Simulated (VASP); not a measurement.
# Si2W (I4/mmm) in VASP: settings compared

The runs below take Si2W through single point, with PBEsol+D4, PBE+D3(BJ), PBE+D4.

All numbers are computed with VASP 6.6.1; they aren't measurements. Logs are shortened: lines on timing, memory, paths and dates and some standing lists are left out, and cuts for length are marked.

## (1) The cell of the first run

The structure is tetragonal, space group I4/mmm (No. 139). The conventional cell has a = 3.184 Å, b = 3.184 Å, c = 7.784 Å, α = 90.00°, β = 90.00°, γ = 90.00°. W (site symmetry 4/mmm) has 10 Si at 2.60 Å and 4 W at 3.18 Å within 3.4 Å. Within 3.4 Å of Si (site symmetry 4mm) lie 9 Si at 2.58 to 3.18 Å and 5 W at 2.60 Å.

## (2) Single point, PBEsol+D4

Contents of INCAR:

```
SYSTEM = Si2W
PREC     = Accurate       ! precision mode
ENCUT    = 520            ! plane-wave cutoff, eV
EDIFF    = 1E-7           ! SCF threshold, eV
ISMEAR   = -1             ! smearing method
SIGMA    = 0.05           ! smearing width, eV
LREAL    = .False.        ! projectors in reciprocal space
LASPH    = .True.         ! aspherical terms in the spheres
NELM     = 100            ! most SCF steps
ALGO     = Normal         ! electronic algorithm
ISIF     = 2              ! what is computed and relaxed
LWAVE    = .False.        ! write WAVECAR
LCHARG   = .False.        ! write CHGCAR
GGA      = PS             ! functional
IVDW     = 13             ! dispersion correction
NBANDS   = 18             ! bands
```

Contents of KPOINTS:

```
regular mesh
0
Gamma
  12 12 12
  0 0 0
```

Contents of POSCAR:

```
Si2W
1.0
   -1.5922269946      1.5922269946      3.8919456352
    1.5922269946     -1.5922269946      3.8919456352
    1.5922269946      1.5922269946     -3.8919456352
W Si
1 2
Direct
    0.0000000000      0.0000000000      0.0000000000
    0.6657654717      0.6657654717      0.0000000000
    0.3342345283      0.3342345283      0.0000000000
```

Potentials or basis: VASP PAW PBE potentials, release 64 (W_sv, Si).

Started as:

```console
$ cat potpaw_PBE.64/W_sv/POTCAR potpaw_PBE.64/Si/POTCAR > POTCAR
$ mpirun -np 1 vasp_std > vasp.out
```

OUTCAR:

```text
SYSTEM = Si2W
   PREC = Accurate
   ENCUT = 520
   EDIFF = 1E-7
   ISMEAR = -1
   LREAL = .False.
   LASPH = .True.
   NELM = 100
   ISIF = 2
   GGA = PS
   IVDW = 13

 ion  position               nearest neighbor table
   1  0.000  0.000  0.000-   2 2.60   3 2.60   2 2.60   3 2.60   2 2.60   3 2.60   3 2.60   2 2.60
                             2 2.60   3 2.60
   2  0.666  0.666  0.000-   3 2.58   1 2.60   1 2.60   1 2.60   1 2.60   1 2.60   3 2.61   3 2.61
                             3 2.61   3 2.61
   3  0.334  0.334  0.000-   2 2.58   1 2.60   1 2.60   1 2.60   1 2.60   1 2.60   2 2.61   2 2.61
                             2 2.61   2 2.61

  LATTYP: Found a body centered tetragonal cell.
 ALAT       =     3.1844539892
 C/A-ratio  =     2.4443409441

  Lattice vectors:

 A1 = (  -1.5922269946,   1.5922269946,   3.8919456352)
 A2 = (   1.5922269946,  -1.5922269946,   3.8919456352)
 A3 = (   1.5922269946,   1.5922269946,  -3.8919456352)

Analysis of symmetry for initial positions (statically):
=====================================================================
 Subroutine PRICEL returns:
 Original cell was already a primitive cell.

 Routine SETGRP: Setting up the symmetry group for a
 body centered tetragonal supercell.

 Subroutine GETGRP returns: Found 16 space group operations
 (whereof 16 operations were pure point group operations)
 out of a pool of 16 trial point group operations.

The static configuration has the point symmetry D_4h.

Analysis of symmetry for dynamics (positions and initial velocities):
=====================================================================
 Subroutine PRICEL returns:
 Original cell was already a primitive cell.

 Routine SETGRP: Setting up the symmetry group for a
 body centered tetragonal supercell.

 Subroutine GETGRP returns: Found 16 space group operations
 (whereof 16 operations were pure point group operations)
 out of a pool of 16 trial point group operations.

The dynamic configuration has the point symmetry D_4h.

 Subroutine INISYM returns: Found 16 space group operations
 (whereof 16 operations are pure point group operations),
 and found     1 'primitive' translations

----------------------------------------------------------------------------------------

                                     Primitive cell

  volume of cell :      39.4672

  direct lattice vectors                    reciprocal lattice vectors
    -1.592226995  1.592226995  3.891945635     0.000000000  0.314025577  0.128470448
     1.592226995 -1.592226995  3.891945635     0.314025577  0.000000000  0.128470448
     1.592226995  1.592226995 -3.891945635     0.314025577  0.314025577  0.000000000

  length of vectors
     4.496400164  4.496400164  4.496400164     0.339288548  0.339288548  0.444099229

  position of ions in fractional coordinates (direct lattice)
     0.000000000  0.000000000  0.000000000
     0.665765472  0.665765472  0.000000000
     0.334234528  0.334234528  0.000000000

  ion indices of the primitive-cell ions
   primitive index   ion index
                 1           1
                 2           2
                 3           3

----------------------------------------------------------------------------------------

 KPOINTS: regular mesh

Automatic generation of k-mesh.
 Grid dimensions read from file:
 generate k-points for:   12   12   12

 Generating k-lattice:

  Cartesian coordinates                     Fractional coordinates (reciprocal lattice)
     0.000000000  0.026168798  0.010705871     0.083333333  0.000000000 -0.000000000
     0.026168798  0.000000000  0.010705871     0.000000000  0.083333333 -0.000000000
     0.026168798  0.026168798  0.000000000     0.000000000  0.000000000  0.083333333

  Length of vectors
     0.028274046  0.028274046  0.037008269

  Shift w.r.t. Gamma in fractional coordinates (k-lattice)
     0.000000000  0.000000000  0.000000000

 Subroutine IBZKPT returns following result:
 ===========================================

 Found    163 irreducible k-points:

 Following reciprocal coordinates:
            Coordinates               Weight
  0.000000  0.000000  0.000000      1.000000
  0.083333 -0.000000  0.000000      8.000000
  0.166667  0.000000  0.000000      8.000000
  0.250000 -0.000000  0.000000      8.000000
  0.333333  0.000000  0.000000      8.000000
  0.416667 -0.000000  0.000000      8.000000
[... 16 lines left out ...]
  0.500000  0.166667  0.000000     16.000000
 -0.416667  0.166667 -0.000000     16.000000
 [... further k-points ...]
   k-points           NKPTS =    163   k-points in BZ     NKDIM =    163   number of bands    NBANDS=     18
   number of dos      NEDOS =    301   number of ions     NIONS =      3
   total plane-waves  NPLWV =  46656
   dimension x,y,z NGX =    36 NGY =   36 NGZ =   36
   dimension x,y,z NGXF=    72 NGYF=   72 NGZF=   72
   ions per type =               1   2
   NGX,Y,Z   is equivalent  to a cutoff of  13.31, 13.31, 13.31 a.u.
   NGXF,Y,Z  is equivalent  to a cutoff of  26.62, 26.62, 26.62 a.u.
 SYSTEM =  Si2W
   PREC   = accura    normal or accurate (medium, high low for compatibility)
   ISTART =      0    job   : 0-new  1-cont  2-samecut
   ICHARG =      2    charge: 1-file 2-atom 10-const
   ISPIN  =      1    spin polarized calculation?
   LNONCOLLINEAR =      F non collinear calculations
   LSORBIT =      F    spin-orbit coupling
   LASPH  =      T    aspherical Exc in radial PAW
   ENCUT  =  520.0 eV  38.22 Ry    6.18 a.u.   8.36  8.36  8.36*2*pi/ulx,y,z
   NELM   =    100;   NELMIN=  2; NELMDL= -5     # of ELM steps
   EDIFF  = 0.1E-06   stopping-criterion for ELM
   LREAL  =      F    real-space projection
   EDIFFG = 0.1E-05   stopping-criterion for IOM
   NSW    =      0    number of steps for IOM
   IBRION =     -1    ionic relax: 0-MD 1-quasi-New 2-CG
   NFREE  =      0    steps in history (QN), initial steepest desc. (CG)
   ISIF   =      2    stress and relaxation
   ISYM   =      2    0-nonsym 1-usesym 2-fastsym
   POTIM  = 0.5000    time-step for ionic-motion
   TEBEG  =    0.0;   TEEND  =   0.0 temperature during run
   PSTRESS=    0.0 pullay stress
   NELECT =      22.0000    total number of electrons
   NUPDOWN=      -1.0000    fix difference up-down
   EMIN   =  10.00;   EMAX   =-10.00  energy-range for DOS
   EFERMI =   0.00;   METHOD = LEGACY
   ISMEAR =    -1;   SIGMA  =   0.05  broadening in eV -4-tet -1-fermi 0-gaus
   EFERMI_NEDOS =   21; number of points for ismear=-14 and -15
   IALGO  =     38    algorithm
   IMIX   =      4    mixing-type and parameters
     AMIX     =   0.40;   BMIX     =  1.00
     AMIX_MAG =   1.60;   BMIX_MAG =  1.00
  volume/ion in A,a.u.               =      13.16        88.78
  Fermi-wavevector in a.u.,A,eV,Ry     =   1.347318  2.546062 24.698195  1.815266
  Thomas-Fermi vector in A             =   2.475078
   LORBIT       =      0    0 simple, 1 ext, 2 COOP (PROOUT), +10 PAW based schemes
   GGA     = PS    functional components
   LHFCALC =     F    Hartree Fock is set to
   AEXX    =    0.0000 exact exchange contribution
   IVDW    =    13    specifies the selected vdW correction
   LEPSILON=     F    determine dielectric tensor
   LRPA    =     F    only Hartree local field effects (RPA)
 non-spin polarized calculation
  energy-cutoff  :      520.00
  volume of cell :       39.47
 maximum number of plane-waves:      1080
 NGX is ok and might be reduce to    36
   NGX = 17   NGY = 17   NGZ = 17

 number of electron      21.9999999 magnetization

 Free energy of the ion-electron system (eV)
  ---------------------------------------------------
  ext. energy  EPLUGINS =         0.00000000
  ---------------------------------------------------
  free energy    TOTEN  =       -26.63228674 eV

  energy without entropy =      -26.63049744  energy(sigma->0) =      -26.63139209

 E-fermi :  12.2429     XC(G=0): -12.7224

 val. band max:       12.1923716344   @ k =  -0.3333  -0.4167   0.3333
 cond. band min:      12.2531052766   @ k =  -0.4167  -0.4167   0.3333
 fundamental gap:      0.0607336422
 Fermi energy:        12.2428792409

 k-point     1 :       0.0000    0.0000    0.0000
  band No.  band energies     occupation
      1     -61.5415      2.00000
      2     -25.8336      2.00000
      3     -25.7940      2.00000
      4     -25.7940      2.00000
      5      -2.0670      2.00000
      6       5.1926      2.00000
[... 10 lines left out ...]
     17      18.0510      0.00000
     18      18.0510      0.00000

 k-point     2 :       0.0833   -0.0000    0.0000
  band No.  band energies     occupation
      1     -61.5409      2.00000
      2     -25.8324      2.00000
      3     -25.8106      2.00000
      4     -25.7925      2.00000
      5      -1.9309      2.00000
      6       5.2107      2.00000
[... 10 lines left out ...]
     17      18.0710      0.00000
     18      18.5238      0.00000

 k-point     3 :       0.1667    0.0000    0.0000
  band No.  band energies     occupation
      1     -61.5393      2.00000
      2     -25.8558      2.00000
      3     -25.8289      2.00000
      4     -25.7884      2.00000
      5      -1.5299      2.00000
      6       5.2095      2.00000
[... 10 lines left out ...]
     17      18.4205      0.00000
     18      19.5795      0.00000

 k-point     4 :       0.2500   -0.0000    0.0000
  band No.  band energies     occupation
      1     -61.5371      2.00000
      2     -25.9170      2.00000
      3     -25.8242      2.00000
      4     -25.7827      2.00000
      5      -0.8845      2.00000
      6       4.9693      2.00000
[... 375 lines left out ...]
      4     -25.8108      2.00000
      5       1.6402      2.00000
      6       3.2042      2.00000
[... 10 lines left out ...]
     17      19.6443      0.00000
     18      21.0918      0.00000

 k-point    23 :       0.5000    0.1667    0.0000
  band No.  band energies     occupation
      1     -61.5305      2.00000
      2     -26.0284      2.00000
      3     -25.8299      2.00000
      4     -25.8084      2.00000
      5       2.1436      2.00000
      6       2.6972      2.00000
[... 10 lines left out ...]
     17      19.7436      0.00000
     18      21.1228      0.00000

 k-point    24 :      -0.4167    0.1667   -0.0000
  band No.  band energies     occupation
      1     -61.5311      2.00000
      2     -26.0126      2.00000
      3     -25.8316      2.00000
      4     -25.8087      2.00000
      5       1.0876      2.00000
      6       3.7813      2.00000
[... 10 lines left out ...]
     17      19.4539      0.00000
     18      20.7778      0.00000

 [... further k-points ...]

------------------------ aborting loop because EDIFF is reached ----------------------------------------

  DFT-D4 for vdW energy calculation

  Edisp (eV):   -1.02077

  FORCE on cell =-STRESS in cart. coord.  units (eV):
  Direction    XX          YY          ZZ          XY          YZ          ZX
  --------------------------------------------------------------------------------------
  -------------------------------------------------------------------------------------
  Total       0.09249     0.09249     0.07627     0.00000     0.00000     0.00000
  in kB       3.75482     3.75482     3.09615     0.00000     0.00000     0.00000
  external pressure =        3.54 kB  Pullay stress =        0.00 kB

 VOLUME and BASIS-vectors are now :
 -----------------------------------------------------------------------------
  energy-cutoff  :      520.00
  volume of cell :       39.47
      direct lattice vectors                 reciprocal lattice vectors
    -1.592226995  1.592226995  3.891945635     0.000000000  0.314025577  0.128470448
     1.592226995 -1.592226995  3.891945635     0.314025577  0.000000000  0.128470448
     1.592226995  1.592226995 -3.891945635     0.314025577  0.314025577  0.000000000

 POSITION                                       TOTAL-FORCE (eV/Angst)
 -----------------------------------------------------------------------------------
      0.00000      0.00000      0.00000         0.000000      0.000000      0.000000
      0.00000      0.00000      5.18225        -0.000000     -0.000000      0.013436
      0.00000      0.00000      2.60165         0.000000      0.000000     -0.013436
 -----------------------------------------------------------------------------------
    total drift:                               -0.000000      0.000000      0.000000

  FREE ENERGIE OF THE ION-ELECTRON SYSTEM (eV)
  ---------------------------------------------------
  free  energy   TOTEN  =       -27.6530577420 eV

  energy  without entropy=      -27.6512684435  energy(sigma->0) =      -27.65216309
```

Wall time 2.3 min (1 thread of Intel Xeon 8259CL, shared host); peak memory 0.28 GiB.

Results:

```yaml
Free_energy: -27.6531 eV
Pressure: 0.4 GPa
Largest_force: 0.013 eV/Å
Band_gap_on_the_k_mesh: zero (bands 11 and 12 overlap by 1.38 eV)
Dispersion_energy_per_atom: -0.340 eV
```

Forces in eV/Å, atoms in the order of the input:
```
W    0.000  0.000  0.000
Si   0.000  0.000  0.013
Si   0.000  0.000 -0.013
```

Caveat: the PAW data sets were made with another functional, which shifts forces and pressure a little; spin-orbit coupling is left out, which moves the levels of the heavy elements.

## (3) Single point, PBE+D3(BJ)

This run uses another cell than the first one, of 13.25 Å³/atom.

Contents of INCAR:

```
SYSTEM = Si2W
PREC = Accurate
ENCUT = 520
EDIFF = 1E-6
ISMEAR = -1
SIGMA = 0.05
LREAL = .False.
LASPH = .True.
NELM = 100
ALGO = Normal
ISIF = 2
LWAVE = .False.
LCHARG = .False.
GGA = PE
IVDW = 12
NBANDS = 18
```

Contents of KPOINTS:

```
Automatic mesh
0
Gamma
  12 12 12
  0 0 0
```

Contents of POSCAR:

```
Si2W
1.0
   -1.5963548420      1.5963548420      3.8999617534
    1.5963548420     -1.5963548420      3.8999617534
    1.5963548420      1.5963548420     -3.8999617534
W Si
1 2
Direct
    0.0000000000      0.0000000000      0.0000000000
    0.6659362987      0.6659362987      0.0000000000
    0.3340637013      0.3340637013      0.0000000000
```

Potentials or basis: VASP PAW PBE potentials, release 64 (W_sv, Si).

Started as:

```console
$ cat potpaw_PBE.64/W_sv/POTCAR potpaw_PBE.64/Si/POTCAR > POTCAR
$ mpirun -np 1 vasp_std > vasp.out
```

Wall time 1.9 min (1 thread of Intel Xeon 8259CL, shared host); peak memory 0.29 GiB.

It converged, with:

```yaml
Free_energy: -26.5341 eV
Pressure: 0.1 GPa
Largest_force: 0.010 eV/Å
Band_gap_on_the_k_mesh: zero (bands 11 and 12 overlap by 1.37 eV)
Dispersion_energy_per_atom: -0.582 eV
```

Forces in eV/Å, atoms in the order of the input:
```
W    0.000  0.000  0.000
Si   0.000  0.000  0.010
Si   0.000  0.000 -0.010
```

Stress tensor (GPa, compression positive):
```
0.11 0.00 0.00
0.00 0.11 0.00
0.00 0.00 0.00
```

Levels at points of the mesh, in eV from the Fermi level:
| k point | band 8 | band 9 | band 10 | band 11 | band 12 | band 13 | band 14 | band 15 |
| --- | --- | --- | --- | --- | --- | --- | --- | --- |
| (0.00, 0.00, 0.00) | -3.43 | -2.92 | -2.92 | 0.63 | 2.82 | 2.82 | 3.14 | 3.14 |
| (0.50, 0.00, 0.00) | -4.94 | -2.86 | -2.85 | -0.48 | 2.77 | 2.78 | 3.95 | 4.52 |
| (0.50, 0.50, 0.00) | -5.54 | -5.12 | -3.36 | -1.77 | 2.78 | 3.04 | 3.20 | 3.90 |
| (0.50, 0.50, 0.50) | -2.67 | -0.87 | -0.87 | -0.54 | -0.54 | 0.81 | 4.49 | 5.07 |

Caveat: spin-orbit coupling is left out, which moves the levels of the heavy elements.

[end of part 1 of 2]

The gap in the log of VASP goes by the Fermi energy; the results here count the filled bands.